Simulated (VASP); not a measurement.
Here is a VASP 6.6.1 calculation.

The input INCAR:

```
ALGO     = Normal         # electronic algorithm
EDIFF    = 1E-7           # SCF threshold, eV
ENCUT    = 520            # plane-wave cutoff, eV
GGA      = PE             # functional
ISIF     = 2              # what is computed and relaxed
ISMEAR   = 0              # smearing method
LASPH    = T              # aspherical terms in the spheres
LCHARG   = T              # write CHGCAR
LELF     = T              # ELF
LREAL    = Auto         
LVHAR    = T            
LWAVE    = F              # write WAVECAR
NBANDS   = 125            # bands
NELM     = 100            # most SCF steps
PREC     = Accurate       # precision mode
SIGMA    = 0.01           # smearing width, eV
```

The input KPOINTS:

```
k-points
0
Gamma
  2 2 2
```

POSCAR

```
Te17Mo8
1.0
   -3.5566632816     -6.1603215093      0.0000000000
    7.1133265633      0.0000000001      0.0000000000
    0.0000000000      0.0000000000     15.3316105713
Te Mo
17 8
Direct
    0.1654832190      0.8363815630      0.6058916575
    0.1658185063      0.3345121151      0.6058078969
    0.6674465597      0.8361246654      0.6057896816
    0.6663008030      0.3354342664      0.6056252065
    0.3367226524      0.1653275942      0.1598861490
    0.3359364457      0.6652809007      0.1558993392
    0.8356586016      0.1650682363      0.1599066510
    0.8353751830      0.6640078176      0.1599927426
    0.3346822686      0.1647185703      0.3931343581
    0.3357993012      0.6651766289      0.3933124709
    0.8366831070      0.1645088200      0.3930821706
    0.8363425291      0.6663096769      0.3931864356
    0.1660900026      0.8354082973      0.8389263762
    0.1665349288      0.3364952894      0.8391497619
    0.6652107587      0.8351026864      0.8390276775
    0.6662060743      0.3354875057      0.8430493180
    0.0006734857     -0.0007519628     -0.0004602971
    0.1699757911      0.8309234023      0.2754652487
    0.1703150916      0.3336423926      0.2753406549
    0.6674185306      0.8307225085      0.2754231424
    0.6692935739      0.3317073398      0.2777994797
    0.3347551720      0.1701988855      0.7235571309
    0.3328245437      0.6690294177      0.7211564525
    0.8321818838      0.1698045562      0.7235130000
    0.8315795400      0.6669345060      0.7235164897
```

Potentials or basis: VASP PAW PBE potentials, release 64 (Te, Mo_sv).

Run with:

```console
$ cat potpaw_PBE.64/Te/POTCAR potpaw_PBE.64/Mo_sv/POTCAR > POTCAR
$ mpirun -np 1 vasp_std > vasp.out
```

**Question.** What does it give for the largest force?

**Answer.** 0.036 eV/Å.

**Question.** What does it give for the band gap on the k mesh?

**Answer.** 0.27 eV.

**Question.** Estimate the pressure.

**Answer.** 1.6 GPa.

Forces in eV/Å, atoms in the order of the input:
```
Te  -0.009 -0.004 -0.021
Te  -0.003  0.000 -0.023
Te  -0.005  0.000 -0.020
Te  -0.006 -0.002 -0.022
Te   0.009  0.007 -0.029
Te   0.000  0.005  0.002
Te   0.001 -0.006 -0.030
Te   0.013 -0.004 -0.034
Te   0.002  0.003  0.020
Te   0.006  0.004  0.022
Te   0.007  0.004  0.021
Te   0.004  0.003  0.020
Te   0.002 -0.006  0.032
Te  -0.007 -0.003  0.030
Te   0.001 -0.008  0.032
Te  -0.003  0.000 -0.003
Te   0.011 -0.001 -0.001
Mo   0.009  0.002 -0.004
Mo  -0.005  0.004  0.001
Mo   0.000 -0.004 -0.001
Mo  -0.004  0.005  0.017
Mo  -0.007  0.010  0.002
Mo  -0.008  0.002 -0.017
Mo  -0.013 -0.002  0.003
Mo   0.005 -0.009  0.001
```

Caveat: the k points lie up to 0.51 Å⁻¹ apart; the cell differs from its parent crystal (with an interstitial atom, then relaxed in part); semilocal functionals underestimate gaps, and a narrow one can read as zero; spin-orbit coupling is left out, which moves the levels of the heavy elements.
